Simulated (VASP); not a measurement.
# Ga3Se (P4mm) in VASP: single point with PBEsol+D3(BJ)

Aim: the single point of Ga3Se with PBEsol+D3(BJ).

All numbers are computed with VASP 6.6.1; they aren't measurements. Logs are shortened: lines on timing, memory, paths and dates and some standing lists are left out, and cuts for length are marked.

## 1. The cell of the first run

The structure is tetragonal, space group P4mm (No. 99). The conventional cell has a = 4.225 Å, b = 4.225 Å, c = 4.225 Å, α = 90.00°, β = 90.00°, γ = 90.00°. Within 3.8 Å of Ga (site symmetry 2mm) lie 4 Se at 2.87 to 3.11 Å and 8 Ga at 2.99 Å. Ga (site symmetry 4mm) has 8 Ga at 2.99 Å and 4 Se at 2.99 Å within 3.9 Å. Within 3.8 Å of Se (site symmetry 4mm) lie 12 Ga at 2.87 to 3.11 Å.

## 2. Single point, PBEsol+D3(BJ) (atom 4 (Se) moved +0.167 Å along Cartesian [0 1 0])

File INCAR:

```
PREC = Accurate
ENCUT = 520
EDIFF = 1E-6
ISMEAR = 0
SIGMA = 0.15
LREAL = F
LASPH = T
NELM = 60
ALGO = Normal
ISIF = 2
LWAVE = F
LCHARG = F
GGA = PS
IVDW = 12
NBANDS = 30
```

File KPOINTS:

```
Automatic mesh
0
Gamma
  12 12 12
```

File POSCAR:

```
Ga3Se
1.0
    4.2249181734      0.0000000000      0.0000000000
    0.0000000000      4.2249181734      0.0000000000
    0.0000000000      0.0000000000      4.2249181734
Ga Se
3 1
Direct
    0.0000000000      0.5000000000      0.5000000000
    0.5000000000      0.0000000000      0.5000000000
    0.5000000000      0.5000000000      0.0000000000
    0.0000000000      0.0394563855      0.0000000000
```

Potentials or basis: VASP PAW PBE potentials, release 64 (Ga_d, Se).

Launch:

```bash
cat potpaw_PBE.64/Ga_d/POTCAR potpaw_PBE.64/Se/POTCAR > POTCAR
mpirun -np 1 vasp_std > vasp.out
```

OUTCAR:

```text
PREC = Accurate
   ENCUT = 520
   EDIFF = 1E-6
   ISMEAR = 0
   LREAL = F
   LASPH = T
   NELM = 60
   ISIF = 2
   GGA = PS
   IVDW = 12
 IVDW          = 12

 ion  position               nearest neighbor table
   1  0.000  0.500  0.500-
   2  0.500  0.000  0.500-
   3  0.500  0.500  0.000-
   4  0.000  0.039  0.000-

  LATTYP: Found a simple cubic cell.
 ALAT       =     4.2249181734

  Lattice vectors:

 A1 = (   4.2249181734,   0.0000000000,   0.0000000000)
 A2 = (   0.0000000000,   4.2249181734,   0.0000000000)
 A3 = (   0.0000000000,   0.0000000000,   4.2249181734)

Analysis of symmetry for initial positions (statically):
=====================================================================
 Subroutine PRICEL returns:
 Original cell was already a primitive cell.

 Routine SETGRP: Setting up the symmetry group for a
 simple cubic supercell.

 Subroutine GETGRP returns: Found  8 space group operations
 (whereof  8 operations were pure point group operations)
 out of a pool of 48 trial point group operations.

The static configuration has the point symmetry C_4v.

Analysis of symmetry for dynamics (positions and initial velocities):
=====================================================================
 Subroutine PRICEL returns:
 Original cell was already a primitive cell.

 Routine SETGRP: Setting up the symmetry group for a
 simple cubic supercell.

 Subroutine GETGRP returns: Found  8 space group operations
 (whereof  8 operations were pure point group operations)
 out of a pool of 48 trial point group operations.

The dynamic configuration has the point symmetry C_4v.

 Subroutine INISYM returns: Found  8 space group operations
 (whereof  8 operations are pure point group operations),
 and found     1 'primitive' translations

----------------------------------------------------------------------------------------

                                     Primitive cell

  volume of cell :      75.4145

  direct lattice vectors                    reciprocal lattice vectors
     4.224918173  0.000000000  0.000000000     0.236690975  0.000000000  0.000000000
     0.000000000  4.224918173  0.000000000     0.000000000  0.236690975  0.000000000
     0.000000000  0.000000000  4.224918173     0.000000000  0.000000000  0.236690975

  length of vectors
     4.224918173  4.224918173  4.224918173     0.236690975  0.236690975  0.236690975

  position of ions in fractional coordinates (direct lattice)
     0.000000000  0.500000000  0.500000000
     0.500000000  0.000000000  0.500000000
     0.500000000  0.500000000  0.000000000
     0.000000000  0.039456386  0.000000000

  ion indices of the primitive-cell ions
   primitive index   ion index
                 1           1
                 2           2
                 3           3
                 4           4

----------------------------------------------------------------------------------------

 KPOINTS: Automatic mesh

Automatic generation of k-mesh.
 Grid dimensions read from file:
 generate k-points for:   12   12   12

 Generating k-lattice:

  Cartesian coordinates                     Fractional coordinates (reciprocal lattice)
     0.019724248  0.000000000  0.000000000     0.083333333  0.000000000  0.000000000
     0.000000000  0.019724248  0.000000000     0.000000000  0.083333333  0.000000000
     0.000000000  0.000000000  0.019724248     0.000000000  0.000000000  0.083333333

  Length of vectors
     0.019724248  0.019724248  0.019724248

  Shift w.r.t. Gamma in fractional coordinates (k-lattice)
     0.000000000  0.000000000  0.000000000

 Subroutine IBZKPT returns following result:
 ===========================================

 Found    196 irreducible k-points:

 Following reciprocal coordinates:
            Coordinates               Weight
  0.000000  0.000000  0.000000      1.000000
  0.083333  0.000000  0.000000      4.000000
  0.000000  0.083333  0.000000      2.000000
  0.166667  0.000000  0.000000      4.000000
  0.000000  0.166667  0.000000      2.000000
  0.250000  0.000000  0.000000      4.000000
[... 16 lines left out ...]
  0.000000  0.333333  0.083333      8.000000
  0.083333  0.000000  0.333333      8.000000
 [... further k-points ...]
   k-points           NKPTS =    196   k-points in BZ     NKDIM =    196   number of bands    NBANDS=     30
   number of dos      NEDOS =    301   number of ions     NIONS =      4
   total plane-waves  NPLWV =  32768
   dimension x,y,z NGX =    32 NGY =   32 NGZ =   32
   dimension x,y,z NGXF=    64 NGYF=   64 NGZF=   64
   ions per type =               3   1
   NGX,Y,Z   is equivalent  to a cutoff of  12.59, 12.59, 12.59 a.u.
   NGXF,Y,Z  is equivalent  to a cutoff of  25.18, 25.18, 25.18 a.u.
 SYSTEM =  unknown system
   PREC   = accura    normal or accurate (medium, high low for compatibility)
   ISTART =      0    job   : 0-new  1-cont  2-samecut
   ICHARG =      2    charge: 1-file 2-atom 10-const
   ISPIN  =      1    spin polarized calculation?
   LNONCOLLINEAR =      F non collinear calculations
   LSORBIT =      F    spin-orbit coupling
   LASPH  =      T    aspherical Exc in radial PAW
   ENCUT  =  520.0 eV  38.22 Ry    6.18 a.u.   7.86  7.86  7.86*2*pi/ulx,y,z
   NELM   =     60;   NELMIN=  2; NELMDL= -5     # of ELM steps
   EDIFF  = 0.1E-05   stopping-criterion for ELM
   LREAL  =      F    real-space projection
   EDIFFG = 0.1E-04   stopping-criterion for IOM
   NSW    =      0    number of steps for IOM
   IBRION =     -1    ionic relax: 0-MD 1-quasi-New 2-CG
   NFREE  =      0    steps in history (QN), initial steepest desc. (CG)
   ISIF   =      2    stress and relaxation
   ISYM   =      2    0-nonsym 1-usesym 2-fastsym
   POTIM  = 0.5000    time-step for ionic-motion
   TEBEG  =    0.0;   TEEND  =   0.0 temperature during run
   PSTRESS=    0.0 pullay stress
   NELECT =      45.0000    total number of electrons
   NUPDOWN=      -1.0000    fix difference up-down
   EMIN   =  10.00;   EMAX   =-10.00  energy-range for DOS
   EFERMI =   0.00;   METHOD = LEGACY
   ISMEAR =     0;   SIGMA  =   0.15  broadening in eV -4-tet -1-fermi 0-gaus
   EFERMI_NEDOS =   21; number of points for ismear=-14 and -15
   IALGO  =     38    algorithm
   IMIX   =      4    mixing-type and parameters
     AMIX     =   0.40;   BMIX     =  1.00
     AMIX_MAG =   1.60;   BMIX_MAG =  1.00
  volume/ion in A,a.u.               =      18.85       127.23
  Fermi-wavevector in a.u.,A,eV,Ry     =   1.378248  2.604511 25.845185  1.899568
  Thomas-Fermi vector in A             =   2.503327
   LORBIT       =      0    0 simple, 1 ext, 2 COOP (PROOUT), +10 PAW based schemes
   GGA     = PS    functional components
   LHFCALC =     F    Hartree Fock is set to
   AEXX    =    0.0000 exact exchange contribution
   IVDW    =    12    specifies the selected vdW correction
   LEPSILON=     F    determine dielectric tensor
   LRPA    =     F    only Hartree local field effects (RPA)
 non-spin polarized calculation
 Gauss-broadening in eV      SIGMA  =   0.15
  energy-cutoff  :      520.00
  volume of cell :       75.41
 maximum number of plane-waves:      2054
 NGX is ok and might be reduce to    32
   NGX = 15   NGY = 15   NGZ = 15

 number of electron      44.9999975 magnetization

 Free energy of the ion-electron system (eV)
  ---------------------------------------------------
  ext. energy  EPLUGINS =         0.00000000
  ---------------------------------------------------
  free energy    TOTEN  =       -13.99149411 eV

  energy without entropy =      -13.97387230  energy(sigma->0) =      -13.98268320

 E-fermi :   5.8650     XC(G=0): -11.0998

 val. band max:        5.8647479942   @ k =   0.3333   0.2500   0.0833
 cond. band min:       5.8676916826   @ k =   0.5000   0.2500   0.0000
 fundamental gap:      0.0029436883
 Fermi energy:         5.8649506002

 k-point     1 :       0.0000    0.0000    0.0000
  band No.  band energies     occupation
      1      -9.3256      2.00000
      2      -9.2021      2.00000
      3      -9.1976      2.00000
      4      -9.1976      2.00000
      5      -9.1326      2.00000
      6      -9.1249      2.00000
[... 22 lines left out ...]
     29      12.2315      0.00000
     30      13.1494      0.00000

 k-point     2 :       0.0833    0.0000    0.0000
  band No.  band energies     occupation
      1      -9.3149      2.00000
      2      -9.1973      2.00000
      3      -9.1962      2.00000
      4      -9.1927      2.00000
      5      -9.1297      2.00000
      6      -9.1230      2.00000
[... 22 lines left out ...]
     29      12.5001      0.00000
     30      13.1907      0.00000

 k-point     3 :       0.0000    0.0833    0.0000
  band No.  band energies     occupation
      1      -9.3148      2.00000
      2      -9.2008      2.00000
      3      -9.1928      2.00000
      4      -9.1928      2.00000
      5      -9.1317      2.00000
      6      -9.1209      2.00000
[... 22 lines left out ...]
     29      12.5014      0.00000
     30      13.1949      0.00000

 k-point     4 :       0.1667    0.0000    0.0000
  band No.  band energies     occupation
      1      -9.2854      2.00000
      2      -9.1923      2.00000
      3      -9.1828      2.00000
      4      -9.1785      2.00000
      5      -9.1248      2.00000
      6      -9.1143      2.00000
[... 22 lines left out ...]
     29      13.0305      0.00000
     30      13.3284      0.00000

 k-point     5 :       0.0000    0.1667    0.0000
  band No.  band energies     occupation
      1      -9.2850      2.00000
      2      -9.1973      2.00000
      3      -9.1787      2.00000
      4      -9.1787      2.00000
      5      -9.1292      2.00000
      6      -9.1094      2.00000
[... 22 lines left out ...]
     29      13.0469      0.00000
     30      13.3344      0.00000
[... 526 lines left out ...]
     29      13.3383      0.00000
     30      13.6521      0.00000

 k-point    22 :       0.3333    0.0833    0.0000
  band No.  band energies     occupation
      1      -9.1934      2.00000
      2      -9.1769      2.00000
      3      -9.1286      2.00000
      4      -9.1273      2.00000
      5      -9.1127      2.00000
      6      -9.0761      2.00000
[... 22 lines left out ...]
     29      12.5708      0.00000
     30      13.0717      0.00000

 k-point    23 :       0.0000    0.3333    0.0833
  band No.  band energies     occupation
      1      -9.1947      2.00000
      2      -9.1827      2.00000
      3      -9.1273      2.00000
      4      -9.1266      2.00000
      5      -9.1158      2.00000
      6      -9.0693      2.00000
[... 22 lines left out ...]
     29      12.5849      0.00000
     30      13.0871      0.00000

 k-point    24 :       0.0833    0.0000    0.3333
  band No.  band energies     occupation
      1      -9.1942      2.00000
      2      -9.1759      2.00000
      3      -9.1317      2.00000
      4      -9.1254      2.00000
      5      -9.1118      2.00000
      6      -9.0755      2.00000
[... 22 lines left out ...]
     29      12.5719      0.00000
     30      13.0649      0.00000

 [... further k-points ...]

------------------------ aborting loop because EDIFF is reached ----------------------------------------

 Edisp (eV)   -1.29475

 E8    (eV) :    -0.8762

  FORCE on cell =-STRESS in cart. coord.  units (eV):
  Direction    XX          YY          ZZ          XY          YZ          ZX
  --------------------------------------------------------------------------------------
  -------------------------------------------------------------------------------------
  Total       0.27839     0.08470     0.27839     0.00000     0.00000     0.00000
  in kB       5.91438     1.79940     5.91438     0.00000     0.00000     0.00000
  external pressure =        4.54 kB  Pullay stress =        0.00 kB

 VOLUME and BASIS-vectors are now :
 -----------------------------------------------------------------------------
  energy-cutoff  :      520.00
  volume of cell :       75.41
      direct lattice vectors                 reciprocal lattice vectors
     4.224918173  0.000000000  0.000000000     0.236690975  0.000000000  0.000000000
     0.000000000  4.224918173  0.000000000     0.000000000  0.236690975  0.000000000
     0.000000000  0.000000000  4.224918173     0.000000000  0.000000000  0.236690975

 POSITION                                       TOTAL-FORCE (eV/Angst)
 -----------------------------------------------------------------------------------
      0.00000      2.11246      2.11246        -0.000000      0.203478      0.000000
      2.11246      0.00000      2.11246         0.000000     -0.216608      0.000000
      2.11246      2.11246      0.00000        -0.000000      0.203478      0.000000
      0.00000      0.16670      0.00000        -0.000000     -0.190348     -0.000000
 -----------------------------------------------------------------------------------
    total drift:                                0.000000     -0.000146      0.000000

  FREE ENERGIE OF THE ION-ELECTRON SYSTEM (eV)
  ---------------------------------------------------
  free  energy   TOTEN  =       -15.2862459029 eV

  energy  without entropy=      -15.2686241008  energy(sigma->0) =      -15.27743500
```

It took 2.1 min on 1 thread of Intel Xeon 6975P-C (Granite Rapids), shared host; peak memory 0.45 GiB.

What came out:

| Quantity | Value |
| --- | --- |
| Free energy | -15.2862 eV |
| Pressure | 0.5 GPa |
| Largest force | 0.217 eV/Å |
| Band gap on the k mesh | zero (an odd number of electrons rules out a gap without spin polarisation) |
| Dispersion energy per atom | -0.324 eV |

Forces on the atoms (eV/Å):
```
Ga   0.000  0.203  0.000
Ga   0.000 -0.217  0.000
Ga   0.000  0.203  0.000
Se   0.000 -0.190  0.000
```

Levels at points of the mesh, in eV from the Fermi level:
```csv
k point,band 20,band 21,band 22,band 23,band 24,band 25
"(0.00, 0.00, 0.00)",-4.46,-2.71,-2.64,1.77,1.78,1.78
"(0.50, 0.00, 0.00)",-3.31,-1.72,-1.36,-0.57,-0.36,0.80
"(0.00, 0.50, 0.00)",-3.38,-1.72,-1.23,-0.53,-0.53,0.84
"(0.50, 0.50, 0.00)",-2.62,-1.06,-0.47,-0.41,1.48,1.57
"(0.50, 0.00, 0.50)",-2.68,-0.82,-0.46,-0.46,1.54,1.54
"(0.50, 0.50, 0.50)",-5.26,-5.08,-5.08,-4.13,4.62,4.62
```

Caveat: the cell differs from its parent crystal (atom 4 (Se) moved +0.167 Å along Cartesian [0 1 0]); the PAW data sets were made with another functional, which shifts forces and pressure a little.
